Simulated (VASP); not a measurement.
# GaSb (I-4m2) in VASP: notebook, part 2 of 2

VASP 6.6.1.

**4. Single point, PBEsol**

INCAR reads:

```
SYSTEM = GaSb
PREC = Accurate
ENCUT = 500
EDIFF = 1E-6
ISMEAR = -1
SIGMA = 0.1
LREAL = .False.
LASPH = .True.
NELM = 120
ALGO = Normal
ISIF = 2
LWAVE = .False.
LCHARG = .False.
GGA = PS
NBANDS = 16
GGA_COMPAT = .False.
```

KPOINTS reads:

```
Automatic mesh
0
Gamma
  5 5 5
  0 0 0
```

POSCAR reads:

```
GaSb
1.0
   -2.7534340000      2.7534340000      1.5907070000
    2.7534340000     -2.7534340000      1.5907070000
    2.7534340000      2.7534340000     -1.5907070000
Ga Sb
1 1
Direct
    0.7500000000      0.2500000000      0.5000000000
    0.0000000000      0.0000000000      0.0000000000
```

Potentials or basis: VASP PAW PBE potentials, release 64 (Ga_d, Sb).

Run with:

```sh
$ cat potpaw_PBE.64/Ga_d/POTCAR potpaw_PBE.64/Sb/POTCAR > POTCAR
$ mpirun -np 1 vasp_std > vasp.out
```

OUTCAR:

```text
SYSTEM = GaSb
   PREC = Accurate
   ENCUT = 500
   EDIFF = 1E-6
   ISMEAR = -1
   LREAL = .False.
   LASPH = .True.
   NELM = 120
   ISIF = 2
   GGA = PS

 ion  position               nearest neighbor table
   1  0.750  0.250  0.500-   2 2.87   2 2.87   2 2.87   2 2.87
   2  0.000  0.000  0.000-   1 2.87   1 2.87   1 2.87   1 2.87

  LATTYP: Found a body centered tetragonal cell.
 ALAT       =     5.5068680000
 C/A-ratio  =     0.5777174975

  Lattice vectors:

 A1 = (  -2.7534340000,   2.7534340000,   1.5907070000)
 A2 = (   2.7534340000,  -2.7534340000,   1.5907070000)
 A3 = (   2.7534340000,   2.7534340000,  -1.5907070000)

Analysis of symmetry for initial positions (statically):
=====================================================================
 Subroutine PRICEL returns:
 Original cell was already a primitive cell.

 Routine SETGRP: Setting up the symmetry group for a
 body centered tetragonal supercell.

 Subroutine GETGRP returns: Found  8 space group operations
 (whereof  8 operations were pure point group operations)
 out of a pool of 16 trial point group operations.

The static configuration has the point symmetry D_2d.

Analysis of symmetry for dynamics (positions and initial velocities):
=====================================================================
 Subroutine PRICEL returns:
 Original cell was already a primitive cell.

 Routine SETGRP: Setting up the symmetry group for a
 body centered tetragonal supercell.

 Subroutine GETGRP returns: Found  8 space group operations
 (whereof  8 operations were pure point group operations)
 out of a pool of 16 trial point group operations.

The dynamic configuration has the point symmetry D_2d.

 Subroutine INISYM returns: Found  8 space group operations
 (whereof  8 operations are pure point group operations),
[... 103 lines left out ...]
   EFERMI =   0.00;   METHOD = LEGACY
   ISMEAR =    -1;   SIGMA  =   0.10  broadening in eV -4-tet -1-fermi 0-gaus
   EFERMI_NEDOS =   21; number of points for ismear=-14 and -15
   IALGO  =     38    algorithm
   IMIX   =      4    mixing-type and parameters
     AMIX     =   0.40;   BMIX     =  1.00
     AMIX_MAG =   1.60;   BMIX_MAG =  1.00
  volume/ion in A,a.u.               =      24.12       162.77
  Fermi-wavevector in a.u.,A,eV,Ry     =   1.178598  2.227228 18.899772  1.389094
  Thomas-Fermi vector in A             =   2.314924
   LORBIT       =      0    0 simple, 1 ext, 2 COOP (PROOUT), +10 PAW based schemes
   GGA     = PS    functional components
   LHFCALC =     F    Hartree Fock is set to
   AEXX    =    0.0000 exact exchange contribution
   IVDW    =     0    specifies the selected vdW correction
   LEPSILON=     F    determine dielectric tensor
   LRPA    =     F    only Hartree local field effects (RPA)
 non-spin polarized calculation
  energy-cutoff  :      500.00
  volume of cell :       48.24
 maximum number of plane-waves:      1253
   NGX = 15   NGY = 15   NGZ = 15

 number of electron      17.9999994 magnetization

 Free energy of the ion-electron system (eV)
  ---------------------------------------------------
  ext. energy  EPLUGINS =         0.00000000
  ---------------------------------------------------
  free energy    TOTEN  =        -7.78137611 eV

  energy without entropy =       -7.74181946  energy(sigma->0) =       -7.76159779

 E-fermi :   6.4772     XC(G=0): -10.3633

 val. band max:        6.3774215058   @ k =   0.4000   0.4000   0.0000
 cond. band min:       6.5897978615   @ k =   0.4000   0.2000  -0.0000
 fundamental gap:      0.2123763557
 Fermi energy:         6.4772035221

 k-point     1 :       0.0000    0.0000    0.0000
  band No.  band energies     occupation
      1      -8.4144      2.00000
      2      -8.3363      2.00000
      3      -8.3284      2.00000
      4      -8.3031      2.00000
      5      -8.3031      2.00000
      6      -5.5596      2.00000
[... 319 lines left out ...]
      3      -8.3184      2.00000
      4      -8.3184      2.00000
      5      -8.2972      2.00000
      6      -2.4744      2.00000
[... 8 lines left out ...]
     15      18.1819      0.00000
     16      18.8221      0.00000

------------------------ aborting loop because EDIFF is reached ----------------------------------------

  FORCE on cell =-STRESS in cart. coord.  units (eV):
  Direction    XX          YY          ZZ          XY          YZ          ZX
  --------------------------------------------------------------------------------------
  -------------------------------------------------------------------------------------
  Total       -0.8558483     -0.8558483     -0.7362502      0.0000000     -0.0000000      0.0000000
  in kB      -28.4254820    -28.4254820    -24.4532452      0.0000000     -0.0000000      0.0000000
  external PRESSURE =     -27.1014030 kB  Pullay stress =       0.0000000 kB

 VOLUME and BASIS-vectors are now :
 -----------------------------------------------------------------------------
  energy-cutoff  :      500.00
  volume of cell :       48.24
      direct lattice vectors                 reciprocal lattice vectors
    -2.753434000  2.753434000  1.590707000     0.000000000  0.181591424  0.314325643
     2.753434000 -2.753434000  1.590707000     0.181591424  0.000000000  0.314325643
     2.753434000  2.753434000 -1.590707000     0.181591424  0.181591424  0.000000000

 POSITION                                       TOTAL-FORCE (eV/Angst)
 -----------------------------------------------------------------------------------
      0.00000      2.75343      0.79535         0.000000     -0.000000      0.000000
      0.00000      0.00000      0.00000        -0.000000      0.000000     -0.000000
 -----------------------------------------------------------------------------------
    total drift:                               -0.000000      0.000000      0.000000

  FREE ENERGIE OF THE ION-ELECTRON SYSTEM (eV)
  ---------------------------------------------------
  free  energy   TOTEN  =        -7.7813761100 eV

  energy  without entropy=       -7.7418194636  energy(sigma->0) =       -7.76159779
```

Wall time 9.6 s (1 thread of Intel Xeon Platinum 8259CL at 2.50GHz (Skylake/Cascade Lake), shared host); peak memory 0.18 GiB.

Results:

| Property | Result |
| --- | --- |
| Free energy | -7.7814 eV |
| Pressure | -2.7 GPa |
| Band gap on the k mesh | zero (bands 9 and 10 overlap by 2.67 eV) |

Caveat: the k points lie up to 0.46 Å⁻¹ apart, too coarse for converged energies and pressures of a metal; the PAW data sets were made with another functional, which shifts forces and pressure a little; spin-orbit coupling is left out, which moves the levels of the heavy elements.

**5. Overview**

| k mesh | gap on the mesh (eV) | pressure (GPa) |
| --- | --- | --- |
| 3 × 3 × 3 | none | -3.2 |
| 4 × 4 × 4 | none | -3.8 |
| 5 × 5 × 5 | none | -2.7 |

Alike in all rows: task single point; level PBEsol; potentials or basis VASP PAW PBE potentials, release 64 (Ga_d, Sb); no spin polarisation; cell as given; cutoff (eV) 500; smearing fermi-dirac 0.1 eV.

Caveats: all runs use coarse meshes; the PAW data sets were made with another functional, which shifts forces and pressure a little; spin-orbit coupling is left out, which moves the levels of the heavy elements.

Total energies depend on the potentials used, so only differences within one code and one set of settings carry meaning.
